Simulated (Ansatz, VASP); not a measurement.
## Two plane-wave programs on CdSe

```
Cd Se
1.0
     0.00000    3.06780    3.06780
     3.06780    0.00000    3.06780
     3.06780    3.06780    0.00000
Cd Se
1 1
Direct
  0.00000 0.00000 0.00000
  0.75000 0.75000 0.75000
```

Alike in both runs: task single point; functional PBE; k mesh 8 × 8 × 8; occupations fermi-dirac, width 0.02 eV; non-collinear spin, spin-orbit coupling.

|  | VASP | Ansatz |
| --- | --- | --- |
| version | VASP 6.6.1 | Ansatz 0.2.0 |
| potentials or method | VASP PAW PBE potentials, release 64 (Cd, Se) | plane waves, PAW |
| plane-wave cutoff (eV) | 520 | 420 |
| valence electrons in the cell | 18 | 36 |

```csv
,VASP,Ansatz,Ansatz less VASP
pressure (GPa),1.7,1.4,-0.31
net moment per atom (μB),0.00,0.00,0.000
```

The functional is the same, so the differences come from potentials, cutoffs and numerics. VASP's potentials hold 18 valence electrons a cell and Ansatz's 36, so a difference there can come from the potentials and not from the codes.
